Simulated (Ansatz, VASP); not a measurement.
# One calculation of TiC, two programs

INCAR

```
PREC = Accurate
ENCUT = 520
EDIFF = 1E-7
ISMEAR = 0
SIGMA = 0.1
LREAL = False
LASPH = True
NELM = 80
ALGO = Normal
ISIF = 2
LWAVE = False
LCHARG = False
GGA = PE
NBANDS = 15
```

File KPOINTS:

```
regular mesh
0
Gamma
  16 16 16
```

The input POSCAR:

```
TiC
1.0
    0.0000000000      2.1221858627      2.1221858627
    2.1221858627      0.0000000000      2.1221858627
    2.1221858627      2.1221858627      0.0000000000
Ti C
1 1
Direct
    0.0000000000      0.0000000000      0.0000000000
    0.5000000000      0.5000000000      0.5000000000
```

Input for Ansatz:

```yaml
crystal:
  lattice:
    - [0.0, 2.1221858627, 2.1221858627]
    - [2.1221858627, 0.0, 2.1221858627]
    - [2.1221858627, 2.1221858627, 0.0]
  atoms:
    - { symbol: Ti, position: [0.0, 0.0, 0.0] }
    - { symbol: C, position: [0.5, 0.5, 0.5] }
basis:
  ecutwfc: 420
kpoints:
  mp_grid: { grid: [16, 16, 16] }
hamiltonian:
  xc: pbe
scf:
  occupations: { method: gaussian, width: 0.1 }
output:
  forces: true
  stress: true
  eigenvalues: true
```

Alike in both runs: task single point; functional PBE; k mesh 16 × 16 × 16; occupations gaussian, width 0.1 eV; no spin polarisation.

|  | VASP | Ansatz |
| --- | --- | --- |
| version | VASP 6.6.1 | Ansatz 0.2.0 |
| potentials or method | VASP PAW PBE potentials, release 64 (Ti_sv, C), cutoff 520 eV | scalar-relativistic, plane waves, PAW |
| valence electrons in the cell | 16 | 16 |

```tsv
	VASP	Ansatz	Ansatz less VASP
gap on the k mesh at the Fermi level (eV)	none	none	-
pressure (GPa)	17.7	17.6	-0.16
```

A gap of «none» marks a metal or a gap that the smearing closes.
